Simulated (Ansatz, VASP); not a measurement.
Given: the input of a run of Ansatz 0.2.0 on CuO.

The input input.yaml:

```yaml
crystal:
  lattice:
    - [4.1330104069, 0.0, 0.0]
    - [0.0, 4.1330104069, 0.0]
    - [0.0, 0.0, 3.8615506501]
  atoms:
    - { symbol: Cu, position: [0.5, 0.0, 0.5] }
    - { symbol: Cu, position: [0.0, 0.5, 0.5] }
    - { symbol: Cu, position: [0.0, 0.0, 0.0] }
    - { symbol: O, position: [0.0, 0.0, 0.5] }
    - { symbol: O, position: [0.5, 0.0, 0.0] }
    - { symbol: O, position: [0.0, 0.5, 0.0] }
kpoints:
  mp_grid: { grid: [7, 7, 7] }
scf:
  occupations: { method: fermi_dirac, width: 0.05 }
hamiltonian:
  xc: pbe
  pseudopotentials: { kind: all_electron, lapw: { basis_error: 0.001 } }
output:
  forces: true
  stress: true
  eigenvalues: true
```

Potentials or basis: all-electron LAPW, scalar-relativistic.

The run is started by

```console
$ ansatz run input.yaml --threads 4 --pin off --max-ram 12288MiB --backend cpu --events-out ev --progress --plain --runs-dir out
```

**Question.** Translate it to VASP 6.6.1. Potentials there: VASP PAW PBE potentials, release 64 (Cu, O).

**Answer.** As run (the cutoff follows the program's own potentials):

File INCAR:

```
SYSTEM = CuO
ALGO     = Normal         ! electronic algorithm
EDIFF    = 1E-7           ! SCF threshold, eV
ENCUT    = 520            ! plane-wave cutoff, eV
GGA      = PE             ! functional
ISIF     = 2              ! what is computed and relaxed
ISMEAR   = -1             ! smearing method
LASPH    = .TRUE.         ! aspherical terms in the spheres
LCHARG   = .TRUE.         ! write CHGCAR
LELF     = .TRUE.         ! ELF
LREAL    = .FALSE.        ! projectors in reciprocal space
LVHAR    = .TRUE.       
LWAVE    = .FALSE.        ! write WAVECAR
NBANDS   = 34             ! bands
NELM     = 80             ! most SCF steps
PREC     = Accurate       ! precision mode
SIGMA    = 0.05           ! smearing width, eV
```

Contents of KPOINTS:

```
k-points
0
G
  7 7 7
  0 0 0
```

Contents of POSCAR:

```
CuO
1.0
    4.1330104069      0.0000000000      0.0000000000
    0.0000000000      4.1330104069      0.0000000000
    0.0000000000      0.0000000000      3.8615506501
Cu O
3 3
Direct
    0.5000000000      0.0000000000      0.5000000000
    0.0000000000      0.5000000000      0.5000000000
    0.0000000000      0.0000000000      0.0000000000
    0.0000000000      0.0000000000      0.5000000000
    0.5000000000      0.0000000000      0.0000000000
    0.0000000000      0.5000000000      0.0000000000
```

Potentials or basis: VASP PAW PBE potentials, release 64 (Cu, O).

The run is started by

```console
$ cat potpaw_PBE.64/Cu/POTCAR potpaw_PBE.64/O/POTCAR > POTCAR
$ mpirun -np 1 vasp_std > vasp.out
```

Both were run:

|  | VASP | Ansatz | Ansatz less VASP |
| --- | --- | --- | --- |
| gap on the k mesh at the Fermi level (eV) | none | none | - |
| pressure (GPa) | 5.5 | 4.9 | -0.63 |
| traceless stress, the component that is largest in VASP (GPa) | 1.39 | 0.74 | -0.652 |

A gap of «none» marks a metal or a gap that the smearing closes. Ansatz ran all-electron here, and VASP with PAW potentials.
